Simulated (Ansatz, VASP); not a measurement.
**Two plane-wave programs on Y**

Contents of INCAR:

```
PREC     = Accurate       # precision mode
ENCUT    = 600            # plane-wave cutoff, eV
EDIFF    = 1E-6           # SCF threshold, eV
ISMEAR   = -1             # smearing method
SIGMA    = 0.05           # smearing width, eV
LREAL    = F              # projectors in reciprocal space
LASPH    = T              # aspherical terms in the spheres
NELM     = 60             # most SCF steps
ALGO     = Normal         # electronic algorithm
ISIF     = 3              # what is computed and relaxed
LWAVE    = F              # write WAVECAR
LCHARG   = F              # write CHGCAR
GGA      = PE             # functional
IBRION   = 2              # ionic algorithm
NSW      = 60             # ionic steps
EDIFFG   = -0.005         # ionic threshold
```

File KPOINTS:

```
regular mesh
0
Gamma
  13 13 7
```

The input POSCAR:

```
Y
1.0
    3.6077462290      0.0000000000      0.0000000000
   -1.8038731145      3.1243998848      0.0000000000
    0.0000000000      0.0000000000      5.8445488911
Y
2
Direct
    0.3333333333      0.6666666667      0.2500000000
    0.6666666667      0.3333333333      0.7500000000
```

Input for Ansatz:

```yaml
crystal:
  lattice:
    - [3.607746229, 0.0, 0.0]
    - [-1.8038731145, 3.1243998848, 0.0]
    - [0.0, 0.0, 5.8445488911]
  atoms:
    - { symbol: "Y", position: [0.3333333333, 0.6666666667, 0.25] }
    - { symbol: "Y", position: [0.6666666667, 0.3333333333, 0.75] }
kpoints:
  mp_grid: { grid: [13, 13, 7] }
scf:
  occupations: { method: fermi_dirac, width: 0.05 }
hamiltonian:
  xc: pbe
  pseudopotentials: { kind: paw }
output:
  forces: true
  stress: true
  write_density: true
  write_potential: true
  elf: true
  volumetric_format: npy
relax:
  f_tol: 0.005
  max_steps: 40
  cell: {}
```

Alike in both runs: task relaxation of cell and atoms; functional PBE; k mesh 13 × 13 × 7; occupations fermi-dirac, width 0.05 eV; no spin polarisation.

|  | VASP | Ansatz |
| --- | --- | --- |
| version | VASP 6.6.1 | Ansatz 0.2.0 |
| potentials or method | VASP PAW PBE potentials, release 64 (Y_sv) | PAW with Ansatz's default frozen-core files, scalar-relativistic |
| plane-wave cutoff (eV) | 600 | 420 |
| valence electrons in the cell | 22 | 22 |

```csv
,VASP,Ansatz,Ansatz less VASP
relaxed volume (Å³/atom),32.82,32.89,+0.075
relaxed cell length with the largest relative difference (Å),3.653,3.656,+0.0028
```
